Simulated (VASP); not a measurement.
# TiO2 (P4_2/mnm) in VASP: notebook

Runs on TiO2. Level: r2SCAN. Tasks: single point.

Program: VASP 6.6.1. These are calculated values, not measurements. Logs are shortened: lines on timing, memory, paths and dates and some standing lists are left out, and cuts for length are marked.

### 1 The cell of the first run

The structure is tetragonal, space group P4_2/mnm (No. 136). The conventional cell has a = 4.485 Å, b = 4.485 Å, c = 2.916 Å, α = 90.00°, β = 90.00°, γ = 90.00°. Within 2.5 Å of Ti (site symmetry mmm) lie 6 O at 1.92 Å. Within 2.6 Å of O (site symmetry m2m) lie 3 Ti at 1.92 Å and 1 O at 2.50 Å.

### 2 Single point, r2SCAN (9.78 Å³/atom)

POSCAR

```
TiO2
1.0
    4.4854741113      0.0000000000      0.0000000000
    0.0000000000      4.4854741113      0.0000000000
    0.0000000000      0.0000000000      2.9160373271
Ti O
2 4
Direct
    0.0000000000      0.0000000000      0.0000000000
    0.5000000000      0.5000000000      0.5000000000
    0.3027875602      0.3027875602      0.0000000000
    0.1972124398      0.8027875602      0.5000000000
    0.6972124398      0.6972124398      0.0000000000
    0.8027875602      0.1972124398      0.5000000000
```

INCAR.step1

```
  ALGO = Normal
  EDIFF = 1E-4
  ENCUT = 520
  GGA = PE
  ISMEAR = 0
  LASPH = T
  LCHARG = F
  LREAL = F
  LWAVE = T
  NBANDS = 33
  NELM = 80
  PREC = Accurate
  SIGMA = 0.02
```

INCAR.step2

```
  ALGO = Normal
  EDIFF = 1E-6
  ENCUT = 520
  ISIF = 2
  ISMEAR = 0
  ISTART = 1
  LASPH = T
  LCHARG = F
  LMIXTAU = T
  LREAL = F
  LWAVE = F
  METAGGA = R2SCAN
  NBANDS = 33
  NELM = 80
  PREC = Accurate
  SIGMA = 0.02
```

KPOINTS

```
k-points
0
Gamma
  6 6 10
```

Potentials or basis: VASP PAW PBE potentials, release 64 (Ti_sv, O).

The run is started by

```
$ cat potpaw_PBE.64/Ti_sv/POTCAR potpaw_PBE.64/O/POTCAR > POTCAR
$ cp INCAR.step1 INCAR
$ mpirun -np 1 vasp_std > vasp.out
$ cp INCAR.step2 INCAR
$ mpirun -np 1 vasp_std > vasp.out
```

OUTCAR:

```text
EDIFF = 1E-6
   ENCUT = 520
   ISIF = 2
   ISMEAR = 0
   ISTART = 1
   LASPH = T
   LREAL = F
   METAGGA = R2SCAN
   NELM = 80
   PREC = Accurate

 ion  position               nearest neighbor table
   1  0.000  0.000  0.000-   3 1.92   5 1.92   4 1.92   6 1.92   4 1.92   6 1.92
   2  0.500  0.500  0.500-   4 1.92   6 1.92   5 1.92   3 1.92   3 1.92   5 1.92
   3  0.303  0.303  0.000-   1 1.92   2 1.92   2 1.92
   4  0.197  0.803  0.500-   2 1.92   1 1.92   1 1.92
   5  0.697  0.697  0.000-   1 1.92   2 1.92   2 1.92
   6  0.803  0.197  0.500-   2 1.92   1 1.92   1 1.92

  LATTYP: Found a simple tetragonal cell.
 ALAT       =     4.4854741113
 C/A-ratio  =     0.6501068237

  Lattice vectors:

 A1 = (   4.4854741113,   0.0000000000,   0.0000000000)
 A2 = (   0.0000000000,   4.4854741113,   0.0000000000)
 A3 = (   0.0000000000,   0.0000000000,   2.9160373271)

Analysis of symmetry for initial positions (statically):
=====================================================================
 Subroutine PRICEL returns:
 Original cell was already a primitive cell.

 Routine SETGRP: Setting up the symmetry group for a
 simple tetragonal supercell.

 Subroutine GETGRP returns: Found 16 space group operations
 (whereof  8 operations were pure point group operations)
 out of a pool of 16 trial point group operations.

The static configuration has the point symmetry D_2h.
 The point group associated with its full space group is D_4h.

Analysis of symmetry for dynamics (positions and initial velocities):
=====================================================================
 Subroutine PRICEL returns:
 Original cell was already a primitive cell.

 Routine SETGRP: Setting up the symmetry group for a
 simple tetragonal supercell.

 Subroutine GETGRP returns: Found 16 space group operations
 (whereof  8 operations were pure point group operations)
 out of a pool of 16 trial point group operations.

The dynamic configuration has the point symmetry D_2h.
 The point group associated with its full space group is D_4h.

 Subroutine INISYM returns: Found 16 space group operations
 (whereof  8 operations are pure point group operations),
 and found     1 'primitive' translations

----------------------------------------------------------------------------------------

                                     Primitive cell

  volume of cell :      58.6691

  direct lattice vectors                    reciprocal lattice vectors
     4.485474111  0.000000000  0.000000000     0.222941873  0.000000000  0.000000000
     0.000000000  4.485474111  0.000000000     0.000000000  0.222941873  0.000000000
     0.000000000  0.000000000  2.916037327     0.000000000  0.000000000  0.342931138

  length of vectors
     4.485474111  4.485474111  2.916037327     0.222941873  0.222941873  0.342931138

  position of ions in fractional coordinates (direct lattice)
     0.000000000  0.000000000  0.000000000
     0.500000000  0.500000000  0.500000000
     0.302787560  0.302787560  0.000000000
     0.197212440  0.802787560  0.500000000
     0.697212440  0.697212440  0.000000000
     0.802787560  0.197212440  0.500000000

  ion indices of the primitive-cell ions
   primitive index   ion index
                 1           1
                 2           2
                 3           3
                 4           4
                 5           5
                 6           6

----------------------------------------------------------------------------------------

 KPOINTS: k-points

Automatic generation of k-mesh.
 Grid dimensions read from file:
 generate k-points for:    6    6   10

 Generating k-lattice:

  Cartesian coordinates                     Fractional coordinates (reciprocal lattice)
     0.037156979  0.000000000  0.000000000     0.166666667  0.000000000  0.000000000
     0.000000000  0.037156979  0.000000000     0.000000000  0.166666667  0.000000000
     0.000000000  0.000000000  0.034293114     0.000000000  0.000000000  0.100000000

  Length of vectors
     0.037156979  0.037156979  0.034293114

  Shift w.r.t. Gamma in fractional coordinates (k-lattice)
     0.000000000  0.000000000  0.000000000

 Subroutine IBZKPT returns following result:
 ===========================================

 Found     60 irreducible k-points:

 Following reciprocal coordinates:
            Coordinates               Weight
  0.000000  0.000000  0.000000      1.000000
  0.166667  0.000000  0.000000      4.000000
  0.333333  0.000000  0.000000      4.000000
  0.500000  0.000000  0.000000      2.000000
  0.166667  0.166667  0.000000      4.000000
  0.333333  0.166667  0.000000      8.000000
[... 16 lines left out ...]
  0.333333  0.000000  0.200000      8.000000
  0.500000  0.000000  0.200000      4.000000
 [... further k-points ...]
   k-points           NKPTS =     60   k-points in BZ     NKDIM =     60   number of bands    NBANDS=     33
   number of dos      NEDOS =    301   number of ions     NIONS =      6
   total plane-waves  NPLWV =  31104
   dimension x,y,z NGX =    36 NGY =   36 NGZ =   24
   dimension x,y,z NGXF=    72 NGYF=   72 NGZF=   48
   ions per type =               2   4
   NGX,Y,Z   is equivalent  to a cutoff of  13.34, 13.34, 13.68 a.u.
   NGXF,Y,Z  is equivalent  to a cutoff of  26.69, 26.69, 27.37 a.u.
 SYSTEM =  unknown system
   PREC   = accura    normal or accurate (medium, high low for compatibility)
   ISTART =      1    job   : 0-new  1-cont  2-samecut
   ICHARG =      0    charge: 1-file 2-atom 10-const
   ISPIN  =      1    spin polarized calculation?
   LNONCOLLINEAR =      F non collinear calculations
   LSORBIT =      F    spin-orbit coupling
   LASPH  =      T    aspherical Exc in radial PAW
   ENCUT  =  520.0 eV  38.22 Ry    6.18 a.u.   8.34  8.34  5.42*2*pi/ulx,y,z
   NELM   =     80;   NELMIN=  2; NELMDL=  0     # of ELM steps
   EDIFF  = 0.1E-05   stopping-criterion for ELM
   LREAL  =      F    real-space projection
   EDIFFG = 0.1E-04   stopping-criterion for IOM
   NSW    =      0    number of steps for IOM
   IBRION =     -1    ionic relax: 0-MD 1-quasi-New 2-CG
   NFREE  =      0    steps in history (QN), initial steepest desc. (CG)
   ISIF   =      2    stress and relaxation
   ISYM   =      2    0-nonsym 1-usesym 2-fastsym
   POTIM  = 0.5000    time-step for ionic-motion
   TEBEG  =    0.0;   TEEND  =   0.0 temperature during run
   PSTRESS=    0.0 pullay stress
   NELECT =      48.0000    total number of electrons
   NUPDOWN=      -1.0000    fix difference up-down
   EMIN   =  10.00;   EMAX   =-10.00  energy-range for DOS
   EFERMI =   0.00;   METHOD = LEGACY
   ISMEAR =     0;   SIGMA  =   0.02  broadening in eV -4-tet -1-fermi 0-gaus
   EFERMI_NEDOS =   21; number of points for ismear=-14 and -15
   IALGO  =     38    algorithm
   IMIX   =      4    mixing-type and parameters
     AMIX     =   0.40;   BMIX     =  1.00
     AMIX_MAG =   1.60;   BMIX_MAG =  1.00
  volume/ion in A,a.u.               =       9.78        65.99
  Fermi-wavevector in a.u.,A,eV,Ry     =   1.531153  2.893460 31.897908  2.344430
  Thomas-Fermi vector in A             =   2.638537
   LORBIT       =      0    0 simple, 1 ext, 2 COOP (PROOUT), +10 PAW based schemes
   METAGGA = R2SCAN    functional components
   LHFCALC =     F    Hartree Fock is set to
   AEXX    =    0.0000 exact exchange contribution
   IVDW    =     0    specifies the selected vdW correction
   LEPSILON=     F    determine dielectric tensor
   LRPA    =     F    only Hartree local field effects (RPA)
 non-spin polarized calculation
 Gauss-broadening in eV      SIGMA  =   0.02
  energy-cutoff  :      520.00
  volume of cell :       58.67
 maximum number of plane-waves:      1608
 NGX is ok and might be reduce to    36
   NGX = 17   NGY = 17   NGZ = 11

 number of electron      47.9999984 magnetization

 Free energy of the ion-electron system (eV)
  ---------------------------------------------------
  ext. energy  EPLUGINS =         0.00000000
  ---------------------------------------------------
  free energy    TOTEN  =       -69.57617075 eV

  energy without entropy =      -69.57617075  energy(sigma->0) =      -69.57617075

 E-fermi :   5.4592     XC(G=0): -12.5239

 val. band max:        5.2667489830   @ k =   0.0000   0.0000   0.0000
 cond. band min:       7.5804728866   @ k =   0.0000   0.0000   0.0000
 fundamental gap:      2.3137239036
 Fermi energy:         5.4591555087

 k-point     1 :       0.0000    0.0000    0.0000
  band No.  band energies     occupation
      1     -53.7133      2.00000
      2     -53.6877      2.00000
      3     -29.0556      2.00000
      4     -29.0556      2.00000
      5     -28.8256      2.00000
      6     -28.8256      2.00000
[... 25 lines left out ...]
     32      12.6748      0.00000
     33      12.6748      0.00000

 k-point     2 :       0.1667    0.0000    0.0000
  band No.  band energies     occupation
      1     -53.7116      2.00000
      2     -53.6894      2.00000
      3     -29.0424      2.00000
      4     -29.0410      2.00000
      5     -28.8420      2.00000
      6     -28.8406      2.00000
[... 25 lines left out ...]
     32      12.5539      0.00000
     33      12.5802      0.00000

 k-point     3 :       0.3333    0.0000    0.0000
  band No.  band energies     occupation
      1     -53.7069      2.00000
      2     -53.6941      2.00000
      3     -29.0057      2.00000
      4     -29.0017      2.00000
      5     -28.8850      2.00000
      6     -28.8809      2.00000
[... 25 lines left out ...]
     32      12.3084      0.00000
     33      12.3601      0.00000

 k-point     4 :       0.5000    0.0000    0.0000
  band No.  band energies     occupation
      1     -53.7005      2.00000
      2     -53.7005      2.00000
      3     -28.9658      2.00000
      4     -28.9658      2.00000
      5     -28.9227      2.00000
      6     -28.9227      2.00000
[... 673 lines left out ...]
     32      11.9531      0.00000
     33      12.1390      0.00000

 k-point    23 :       0.3333    0.0000    0.2000
  band No.  band energies     occupation
      1     -53.6885      2.00000
      2     -53.6781      2.00000
      3     -29.0079      2.00000
      4     -28.9813      2.00000
      5     -28.9416      2.00000
      6     -28.9197      2.00000
[... 25 lines left out ...]
     32      11.5280      0.00000
     33      12.1716      0.00000

 k-point    24 :       0.5000    0.0000    0.2000
  band No.  band energies     occupation
      1     -53.6833      2.00000
      2     -53.6833      2.00000
      3     -28.9951      2.00000
      4     -28.9951      2.00000
      5     -28.9147      2.00000
      6     -28.9147      2.00000
[... 25 lines left out ...]
     32      11.3450      0.00000
     33      12.6902      0.00000

 [... further k-points ...]

------------------------ aborting loop because EDIFF is reached ----------------------------------------

  FORCE on cell =-STRESS in cart. coord.  units (eV):
  Direction    XX          YY          ZZ          XY          YZ          ZX
  --------------------------------------------------------------------------------------
  -------------------------------------------------------------------------------------
  Total        6.5373579      6.5373579      6.7977147     -0.0000000      0.0000000      0.0000000
  in kB      178.5266495    178.5266495    185.6366529     -0.0000000      0.0000000      0.0000000
  external PRESSURE =     180.8966506 kB  Pullay stress =       0.0000000 kB

 VOLUME and BASIS-vectors are now :
 -----------------------------------------------------------------------------
  energy-cutoff  :      520.00
  volume of cell :       58.67
      direct lattice vectors                 reciprocal lattice vectors
     4.485474111  0.000000000  0.000000000     0.222941873  0.000000000  0.000000000
     0.000000000  4.485474111  0.000000000     0.000000000  0.222941873  0.000000000
     0.000000000  0.000000000  2.916037327     0.000000000  0.000000000  0.342931138

 POSITION                                       TOTAL-FORCE (eV/Angst)
 -----------------------------------------------------------------------------------
      0.00000      0.00000      0.00000         0.000000      0.000000     -0.000000
      2.24274      2.24274      1.45802         0.000000      0.000000     -0.000000
      1.35815      1.35815      0.00000        -0.009325     -0.009325      0.000000
      0.88459      3.60088      1.45802         0.009325     -0.009325      0.000000
      3.12733      3.12733      0.00000         0.009325      0.009325     -0.000000
      3.60088      0.88459      1.45802        -0.009325      0.009325     -0.000000
 -----------------------------------------------------------------------------------
    total drift:                                0.000000      0.000000      0.000000

  FREE ENERGIE OF THE ION-ELECTRON SYSTEM (eV)
  ---------------------------------------------------
  free  energy   TOTEN  =       -69.5761707494 eV

  energy  without entropy=      -69.5761707494  energy(sigma->0) =      -69.57617075
```

Run time: 5 min. Hardware: 1 thread of Intel Xeon Platinum 8488C (Sapphire Rapids), shared host; peak memory 0.24 GiB.

What came out:

| Quantity | Value |
| --- | --- |
| Free energy | -69.5762 eV |
| Pressure | 18.1 GPa |
| Largest force | 0.013 eV/Å |
| Band gap on the k mesh | 2.31 eV |

Forces on the atoms (eV/Å):
```
Ti   0.000  0.000  0.000
Ti   0.000  0.000  0.000
O   -0.009 -0.009  0.000
O    0.009 -0.009  0.000
O    0.009  0.009  0.000
O   -0.009  0.009  0.000
```

Stress tensor (GPa, compression positive):
```
17.85  0.00  0.00
 0.00 17.85  0.00
 0.00  0.00 18.56
```

Caveat: the cell stands under pressure; the PAW data sets were made with another functional, which shifts forces and pressure a little. A k mesh can miss the band edges.

(Part 1 of 3 ends here.)
